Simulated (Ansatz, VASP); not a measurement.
**CdS: VASP beside Ansatz**

INCAR

```
ALGO = Normal ; EDIFF = 1E-8
ENCUT = 520 ; GGA = PE
ISIF = 2 ; ISMEAR = -1
LASPH = T ; LCHARG = F
LEFG = T ; LREAL = F
LWAVE = F ; NBANDS = 16
NELM = 80 ; PREC = Accurate
SIGMA = 0.02
```

KPOINTS

```
k-points
0
Gamma
  7 7 7
```

POSCAR

```
CdS
1.0
    0.0000000000      2.9331107376      2.9331107376
    2.9331107376      0.0000000000      2.9331107376
    2.9331107376      2.9331107376      0.0000000000
Cd S
1 1
Direct
    0.0000000000      0.0000000000      0.0000000000
    0.7500000000      0.7500000000      0.7500000000
```

Input for Ansatz:

```yaml
crystal:
  lattice:
    - [0.0, 2.9331107376, 2.9331107376]
    - [2.9331107376, 0.0, 2.9331107376]
    - [2.9331107376, 2.9331107376, 0.0]
  atoms:
    - { symbol: Cd, position: [0.0, 0.0, 0.0] }
    - { symbol: S, position: [0.75, 0.75, 0.75] }
kpoints:
  mp_grid: { grid: [7, 7, 7] }
scf:
  occupations: { method: fermi_dirac, width: 0.02 }
hamiltonian:
  xc: pbe
  pseudopotentials: { kind: all_electron, datasets: crystal }
output:
  forces: true
  stress: true
  eigenvalues: true
  efg: { contact_densities: true }
```

Change from the starting cell: volume scaled by 0.99, crystal datasets.

Alike in both runs: task electric field gradients; functional PBE; k mesh 7 × 7 × 7; occupations fermi-dirac, width 0.02 eV; no spin polarisation.

```csv
,VASP,Ansatz
version,VASP 6.6.1,Ansatz 0.2.0
potentials or method,"VASP PAW PBE potentials, release 64 (Cd, S), cutoff 520 eV","all-electron PAW with datasets made for the crystal, scalar-relativistic"
```

```csv
,VASP,Ansatz,Ansatz less VASP
gap on the k mesh at the Fermi level (eV),1.11,1.11,-0.003
pressure (GPa),2.1,1.8,-0.31
```

Ansatz ran all-electron here, and VASP with PAW potentials.
